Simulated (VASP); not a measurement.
# Y2Ge3 (P-6m2) in VASP: single point with r2SCAN+U

Aim: the single point of Y2Ge3 with r2SCAN+U.

All numbers are computed with VASP 6.6.1; they aren't measurements. Logs are shortened: lines on timing, memory, paths and dates and some standing lists are left out, and cuts for length are marked.

**1. The cell of the first run**

Symmetry: P-6m2, No. 187, hexagonal system. The conventional cell has a = 4.392 Å, b = 4.392 Å, c = 7.107 Å, α = 90.00°, β = 90.00°, γ = 120.00°. Y (site symmetry 3m) has 9 Ge at 3.02 to 3.18 Å and 2 Y at 3.27 to 3.84 Å within 4.0 Å. Within 3.3 Å of Ge (site symmetry -6m2) lie 3 Ge at 2.54 Å and 6 Y at 3.18 Å. Ge (site symmetry -6m2) has 6 Y at 3.02 Å and 2 Ge at 3.55 Å within 4.0 Å. Within 3.3 Å of Ge (site symmetry -6m2) lie 3 Ge at 2.54 Å and 6 Y at 3.18 Å.

**2. Single point, r2SCAN+U**

POSCAR

```
Y2Ge3
1.0
    4.3924264328      0.0000000000      0.0000000000
   -2.1962132164      3.8039528751      0.0000000000
    0.0000000000      0.0000000000      7.1072950000
Y Ge
2 3
Direct
    0.0000000000      0.0000000000      0.2700710000
    0.0000000000      0.0000000000      0.7299290000
    0.6666666667      0.3333333333      0.0000000000
    0.6666666667      0.3333333333      0.5000000000
    0.3333333333      0.6666666667      0.0000000000
```

INCAR.step1

```
SYSTEM = Y2Ge3
ALGO = Normal
EDIFF = 1E-4
ENCUT = 520
GGA = PE
ISMEAR = -1
LASPH = .TRUE.
LCHARG = .FALSE.
LDAU = .TRUE.
LDAUJ = 0 0
LDAUL = 2 -1
LDAUTYPE = 2
LDAUU = 8 0
LMAXMIX = 4
LREAL = .FALSE.
LWAVE = .TRUE.
NBANDS = 40
NELM = 150
PREC = Accurate
SIGMA = 0.05
```

INCAR.step2

```
SYSTEM = Y2Ge3
ALGO = Normal
EDIFF = 1E-6
ENCUT = 520
ISIF = 2
ISMEAR = -1
ISTART = 1
LASPH = .TRUE.
LCHARG = .FALSE.
LDAU = .TRUE.
LDAUJ = 0 0
LDAUL = 2 -1
LDAUPRINT = 1
LDAUTYPE = 2
LDAUU = 8 0
LMAXMIX = 4
LMIXTAU = .TRUE.
LREAL = .FALSE.
LWAVE = .FALSE.
METAGGA = R2SCAN
NBANDS = 40
NELM = 150
PREC = Accurate
SIGMA = 0.05
```

KPOINTS

```
k-points
0
G
  7 7 4
  0 0 0
```

Potentials or basis: VASP PAW PBE potentials, release 64 (Y_sv, Ge_d).

Command:

```
> cat potpaw_PBE.64/Y_sv/POTCAR potpaw_PBE.64/Ge_d/POTCAR > POTCAR
> cp INCAR.step1 INCAR
> mpirun -np 1 vasp_std > vasp.out
> cp INCAR.step2 INCAR
> mpirun -np 1 vasp_std > vasp.out
```

OUTCAR:

```text
SYSTEM = Y2Ge3
   EDIFF = 1E-6
   ENCUT = 520
   ISIF = 2
   ISMEAR = -1
   ISTART = 1
   LASPH = .TRUE.
   LREAL = .FALSE.
   METAGGA = R2SCAN
   NELM = 150
   PREC = Accurate

 ion  position               nearest neighbor table
   1  0.000  0.000  0.270-   4 3.02   4 3.02   4 3.02   5 3.18   3 3.18   3 3.18   5 3.18   5 3.18
                             3 3.18   2 3.27   2 3.84
   2  0.000  0.000  0.730-   4 3.02   4 3.02   4 3.02   5 3.18   3 3.18   3 3.18   5 3.18   5 3.18
                             3 3.18   1 3.27   1 3.84
   3  0.667  0.333  0.000-   5 2.54   5 2.54   5 2.54   1 3.18   2 3.18   1 3.18   2 3.18   1 3.18
                             2 3.18
   4  0.667  0.333  0.500-   1 3.02   2 3.02   1 3.02   2 3.02   1 3.02   2 3.02
   5  0.333  0.667  0.000-   3 2.54   3 2.54   3 2.54   1 3.18   2 3.18   2 3.18   1 3.18   2 3.18
                             1 3.18

  LATTYP: Found a hexagonal cell.
 ALAT       =     4.3924264328
 C/A-ratio  =     1.6180794622

  Lattice vectors:

 A1 = (   4.3924264328,   0.0000000000,   0.0000000000)
 A2 = (  -2.1962132164,   3.8039528751,   0.0000000000)
 A3 = (   0.0000000000,   0.0000000000,   7.1072950000)

Analysis of symmetry for initial positions (statically):
=====================================================================
 Subroutine PRICEL returns:
 Original cell was already a primitive cell.

 Routine SETGRP: Setting up the symmetry group for a
 hexagonal supercell.

 Subroutine GETGRP returns: Found 12 space group operations
 (whereof 12 operations were pure point group operations)
 out of a pool of 24 trial point group operations.

The static configuration has the point symmetry D_3h.

Analysis of symmetry for dynamics (positions and initial velocities):
=====================================================================
 Subroutine PRICEL returns:
 Original cell was already a primitive cell.

 Routine SETGRP: Setting up the symmetry group for a
 hexagonal supercell.

 Subroutine GETGRP returns: Found 12 space group operations
 (whereof 12 operations were pure point group operations)
 out of a pool of 24 trial point group operations.

The dynamic configuration has the point symmetry D_3h.

 Subroutine INISYM returns: Found 12 space group operations
 (whereof 12 operations are pure point group operations),
 and found     1 'primitive' translations

----------------------------------------------------------------------------------------

                                     Primitive cell

  volume of cell :     118.7528

  direct lattice vectors                    reciprocal lattice vectors
     4.392426433  0.000000000  0.000000000     0.227664598  0.131442217  0.000000000
    -2.196213216  3.803952875  0.000000000     0.000000000  0.262884434  0.000000000
     0.000000000  0.000000000  7.107295000     0.000000000  0.000000000  0.140700506

  length of vectors
     4.392426433  4.392426433  7.107295000     0.262884434  0.262884434  0.140700506

  position of ions in fractional coordinates (direct lattice)
     0.000000000  0.000000000  0.270071000
     0.000000000  0.000000000  0.729929000
     0.666666667  0.333333333  0.000000000
     0.666666667  0.333333333  0.500000000
     0.333333333  0.666666667  0.000000000

  ion indices of the primitive-cell ions
   primitive index   ion index
                 1           1
                 2           2
                 3           3
                 4           4
                 5           5

----------------------------------------------------------------------------------------

 KPOINTS: k-points

Automatic generation of k-mesh.
 Grid dimensions read from file:
 generate k-points for:    7    7    4

 Generating k-lattice:

  Cartesian coordinates                     Fractional coordinates (reciprocal lattice)
     0.032523514  0.018777460  0.000000000     0.142857143  0.000000000  0.000000000
     0.000000000  0.037554919  0.000000000     0.000000000  0.142857143  0.000000000
[... 66 lines left out ...]
   TEBEG  =    0.0;   TEEND  =   0.0 temperature during run
   PSTRESS=    0.0 pullay stress
   NELECT =      64.0000    total number of electrons
   NUPDOWN=      -1.0000    fix difference up-down
   EMIN   =  10.00;   EMAX   =-10.00  energy-range for DOS
   EFERMI =   0.00;   METHOD = LEGACY
   ISMEAR =    -1;   SIGMA  =   0.05  broadening in eV -4-tet -1-fermi 0-gaus
   EFERMI_NEDOS =   21; number of points for ismear=-14 and -15
   IALGO  =     38    algorithm
   IMIX   =      4    mixing-type and parameters
     AMIX     =   0.40;   BMIX     =  1.00
     AMIX_MAG =   1.60;   BMIX_MAG =  1.00
  volume/ion in A,a.u.               =      23.75       160.28
  Fermi-wavevector in a.u.,A,eV,Ry     =   1.332253  2.517594 24.148968  1.774899
  Thomas-Fermi vector in A             =   2.461202
   LORBIT       =      0    0 simple, 1 ext, 2 COOP (PROOUT), +10 PAW based schemes
 LDA+U is selected, type is set to LDAUTYPE =  2
   angular momentum for each species LDAUL =     2   -1
   U (eV)           for each species LDAUU =   8.0  0.0
   J (eV)           for each species LDAUJ =   0.0  0.0
   METAGGA = R2SCAN    functional components
   LHFCALC =     F    Hartree Fock is set to
   AEXX    =    0.0000 exact exchange contribution
   IVDW    =     0    specifies the selected vdW correction
   LEPSILON=     F    determine dielectric tensor
   LRPA    =     F    only Hartree local field effects (RPA)
 non-spin polarized calculation
  energy-cutoff  :      520.00
  volume of cell :      118.75
 maximum number of plane-waves:      3214
 NGX is ok and might be reduce to    36
   NGX = 17   NGY = 17   NGZ = 27

atom =   1  type =  1  l = 2

 onsite density matrix

spin component  1

  0.0500 -0.0000 -0.0000  0.0228 -0.0000
 -0.0000  0.0762  0.0000  0.0000  0.0228
 -0.0000  0.0000  0.0403 -0.0000  0.0000
  0.0228  0.0000 -0.0000  0.0762  0.0000
 -0.0000  0.0228  0.0000  0.0000  0.0500

spin component  2

  0.0500 -0.0000 -0.0000  0.0228 -0.0000
 -0.0000  0.0762  0.0000  0.0000  0.0228
 -0.0000  0.0000  0.0403 -0.0000  0.0000
  0.0228  0.0000 -0.0000  0.0762  0.0000
 -0.0000  0.0228  0.0000  0.0000  0.0500

 occupancies and eigenvectors

  o =  0.0368  v =  0.8656  0.0000  0.0000 -0.5008 -0.0000  0.0000  0.0000  0.0000  0.0000  0.0000      0.0000  0.0000  0.0000  0.0000  0.0000  0.0000  0.0000  0.0000  0.0000  0.0000
  o =  0.0368  v =  0.0000  0.0000  0.0000  0.0000  0.0000  0.8656  0.0000  0.0000 -0.5008 -0.0000      0.0000  0.0000  0.0000  0.0000  0.0000  0.0000  0.0000  0.0000  0.0000  0.0000
  o =  0.0368  v =  0.0000 -0.5008 -0.0000 -0.0000  0.8656  0.0000  0.0000  0.0000  0.0000  0.0000      0.0000  0.0000  0.0000  0.0000  0.0000  0.0000  0.0000  0.0000  0.0000  0.0000
  o =  0.0368  v =  0.0000  0.0000  0.0000  0.0000  0.0000  0.0000 -0.5008 -0.0000 -0.0000  0.8656      0.0000  0.0000  0.0000  0.0000  0.0000  0.0000  0.0000  0.0000  0.0000  0.0000
  o =  0.0403  v =  0.0000  0.0000 -1.0000 -0.0000 -0.0000  0.0000  0.0000  0.0000  0.0000  0.0000      0.0000  0.0000  0.0000  0.0000  0.0000  0.0000  0.0000  0.0000  0.0000  0.0000
  o =  0.0403  v =  0.0000  0.0000  0.0000  0.0000  0.0000  0.0000  0.0000 -1.0000 -0.0000 -0.0000      0.0000  0.0000  0.0000  0.0000  0.0000  0.0000  0.0000  0.0000  0.0000  0.0000
  o =  0.0893  v = -0.5008  0.0000  0.0000 -0.8656  0.0000  0.0000  0.0000  0.0000  0.0000  0.0000      0.0000  0.0000  0.0000  0.0000  0.0000  0.0000  0.0000  0.0000  0.0000  0.0000
  o =  0.0893  v =  0.0000  0.0000  0.0000  0.0000  0.0000 -0.5008  0.0000  0.0000 -0.8656  0.0000      0.0000  0.0000  0.0000  0.0000  0.0000  0.0000  0.0000  0.0000  0.0000  0.0000
  o =  0.0893  v = -0.0000 -0.8656 -0.0000 -0.0000 -0.5008  0.0000  0.0000  0.0000  0.0000  0.0000      0.0000  0.0000  0.0000  0.0000  0.0000  0.0000  0.0000  0.0000  0.0000  0.0000
  o =  0.0893  v =  0.0000  0.0000  0.0000  0.0000  0.0000 -0.0000 -0.8656 -0.0000 -0.0000 -0.5008      0.0000  0.0000  0.0000  0.0000  0.0000  0.0000  0.0000  0.0000  0.0000  0.0000

atom =   2  type =  1  l = 2

 onsite density matrix

spin component  1

  0.0500  0.0000 -0.0000 -0.0228 -0.0000
  0.0000  0.0762 -0.0000  0.0000 -0.0228
 -0.0000 -0.0000  0.0403  0.0000  0.0000
 -0.0228  0.0000  0.0000  0.0762 -0.0000
 -0.0000 -0.0228  0.0000 -0.0000  0.0500

spin component  2

  0.0500  0.0000 -0.0000 -0.0228 -0.0000
  0.0000  0.0762 -0.0000  0.0000 -0.0228
 -0.0000 -0.0000  0.0403  0.0000  0.0000
 -0.0228  0.0000  0.0000  0.0762 -0.0000
 -0.0000 -0.0228  0.0000 -0.0000  0.0500

 occupancies and eigenvectors

  o =  0.0368  v = -0.8656 -0.0000  0.0000 -0.5008 -0.0000  0.0000  0.0000  0.0000  0.0000  0.0000      0.0000  0.0000  0.0000  0.0000  0.0000  0.0000  0.0000  0.0000  0.0000  0.0000
  o =  0.0368  v =  0.0000  0.0000  0.0000  0.0000  0.0000 -0.8656 -0.0000  0.0000 -0.5008 -0.0000      0.0000  0.0000  0.0000  0.0000  0.0000  0.0000  0.0000  0.0000  0.0000  0.0000
  o =  0.0368  v =  0.0000 -0.5008  0.0000  0.0000 -0.8656  0.0000  0.0000  0.0000  0.0000  0.0000      0.0000  0.0000  0.0000  0.0000  0.0000  0.0000  0.0000  0.0000  0.0000  0.0000
  o =  0.0368  v =  0.0000  0.0000  0.0000  0.0000  0.0000  0.0000 -0.5008  0.0000  0.0000 -0.8656      0.0000  0.0000  0.0000  0.0000  0.0000  0.0000  0.0000  0.0000  0.0000  0.0000
  o =  0.0403  v =  0.0000 -0.0000 -1.0000  0.0000 -0.0000  0.0000  0.0000  0.0000  0.0000  0.0000      0.0000  0.0000  0.0000  0.0000  0.0000  0.0000  0.0000  0.0000  0.0000  0.0000
  o =  0.0403  v =  0.0000  0.0000  0.0000  0.0000  0.0000  0.0000 -0.0000 -1.0000  0.0000 -0.0000      0.0000  0.0000  0.0000  0.0000  0.0000  0.0000  0.0000  0.0000  0.0000  0.0000
  o =  0.0893  v = -0.5008  0.0000  0.0000  0.8656 -0.0000  0.0000  0.0000  0.0000  0.0000  0.0000      0.0000  0.0000  0.0000  0.0000  0.0000  0.0000  0.0000  0.0000  0.0000  0.0000
  o =  0.0893  v =  0.0000  0.0000  0.0000  0.0000  0.0000 -0.5008  0.0000  0.0000  0.8656 -0.0000      0.0000  0.0000  0.0000  0.0000  0.0000  0.0000  0.0000  0.0000  0.0000  0.0000
  o =  0.0893  v =  0.0000  0.8656 -0.0000 -0.0000 -0.5008  0.0000  0.0000  0.0000  0.0000  0.0000      0.0000  0.0000  0.0000  0.0000  0.0000  0.0000  0.0000  0.0000  0.0000  0.0000
  o =  0.0893  v =  0.0000  0.0000  0.0000  0.0000  0.0000  0.0000  0.8656 -0.0000 -0.0000 -0.5008      0.0000  0.0000  0.0000  0.0000  0.0000  0.0000  0.0000  0.0000  0.0000  0.0000

 number of electron      63.9999992 magnetization

 Free energy of the ion-electron system (eV)
  ---------------------------------------------------
  ext. energy  EPLUGINS =         0.00000000
  ---------------------------------------------------
  free energy    TOTEN  =       -79.50417682 eV

  energy without entropy =      -79.50171143  energy(sigma->0) =      -79.50294413

 E-fermi :   5.3131     XC(G=0): -11.0813

 val. band max:        4.9775337132   @ k =   0.0000   0.0000   0.2500
 cond. band min:       5.4406454237   @ k =   0.1429   0.0000   0.0000
 fundamental gap:      0.4631117105
 Fermi energy:         5.3131211197

 k-point     1 :       0.0000    0.0000    0.0000
  band No.  band energies     occupation
      1     -40.8125      2.00000
      2     -40.7759      2.00000
      3     -20.3124      2.00000
      4     -20.1594      2.00000
      5     -20.1594      2.00000
      6     -20.1256      2.00000
[... 1021 lines left out ...]
     39      10.2027      0.00000
     40      10.7057      0.00000

------------------------ aborting loop because EDIFF is reached ----------------------------------------

  FORCE on cell =-STRESS in cart. coord.  units (eV):
  Direction    XX          YY          ZZ          XY          YZ          ZX
  --------------------------------------------------------------------------------------
  -------------------------------------------------------------------------------------
  Total        5.9481819      5.9481819      8.2390838     -0.0000000     -0.0000000     -0.0000000
  in kB       80.2510746     80.2510746    111.1592318     -0.0000000     -0.0000000     -0.0000000
  external PRESSURE =      90.5537937 kB  Pullay stress =       0.0000000 kB

 VOLUME and BASIS-vectors are now :
 -----------------------------------------------------------------------------
  energy-cutoff  :      520.00
  volume of cell :      118.75
      direct lattice vectors                 reciprocal lattice vectors
     4.392426433  0.000000000  0.000000000     0.227664598  0.131442217  0.000000000
    -2.196213216  3.803952875  0.000000000     0.000000000  0.262884434  0.000000000
     0.000000000  0.000000000  7.107295000     0.000000000  0.000000000  0.140700506

 POSITION                                       TOTAL-FORCE (eV/Angst)
 -----------------------------------------------------------------------------------
      0.00000      0.00000      1.91947         0.000000      0.000000     -0.289727
      0.00000      0.00000      5.18782         0.000000      0.000000      0.289727
      2.19621      1.26798      0.00000         0.000000     -0.000000      0.000000
      2.19621      1.26798      3.55365         0.000000     -0.000000      0.000000
     -0.00000      2.53597      0.00000        -0.000000     -0.000000      0.000000
 -----------------------------------------------------------------------------------
    total drift:                               -0.000000      0.000000      0.000000

  FREE ENERGIE OF THE ION-ELECTRON SYSTEM (eV)
  ---------------------------------------------------
  free  energy   TOTEN  =       -79.5041768220 eV

  energy  without entropy=      -79.5017114304  energy(sigma->0) =      -79.50294413
```

It took 12 min on 1 thread of Intel Xeon Platinum 8175M at 2.50GHz (Skylake/Cascade Lake), shared host; peak memory 0.34 GiB.

Results:

```
Free energy            : -79.5042 eV
Pressure               : 9.1 GPa
Largest force          : 0.290 eV/Å
Band gap on the k mesh : zero (bands 32 and 33 overlap by 1.69 eV)
```

Forces on the atoms (eV/Å):
```
Y    0.000  0.000 -0.290
Y    0.000  0.000  0.290
Ge   0.000  0.000  0.000
Ge   0.000  0.000  0.000
Ge   0.000  0.000  0.000
```

Stress tensor (GPa, compression positive):
```
 8.03  0.00  0.00
 0.00  8.03  0.00
 0.00  0.00 11.12
```

Levels at points of the mesh, in eV from the Fermi level:
```
           k point  band 28  band 29  band 30  band 31  band 32  band 33  band 34  band 35  band 36  band 37
(0.00, 0.00, 0.00)    -3.01    -3.01    -0.35    -0.35     0.52     0.52     0.66     0.77     2.65     2.65
(0.00, 0.00, 0.50)    -2.94    -2.94    -1.99    -0.36    -0.36     0.14     0.14     1.97     2.85     2.85
```

Eigenvalues of the final occupation matrices:
```csv
site,spin,trace,eigenvalues
site 1 d,1,0.29,0.04 0.04 0.04 0.09 0.09
site 1 d,2,0.29,0.04 0.04 0.04 0.09 0.09
site 2 d,1,0.29,0.04 0.04 0.04 0.09 0.09
site 2 d,2,0.29,0.04 0.04 0.04 0.09 0.09
```

Caveat: the cell stands under pressure; the PAW data sets were made with another functional, which shifts forces and pressure a little; U without spin polarisation on a metal has little footing; the U is typed as a test and isn't derived for this compound.

The gap in the log of VASP goes by the Fermi energy; the results here count the filled bands.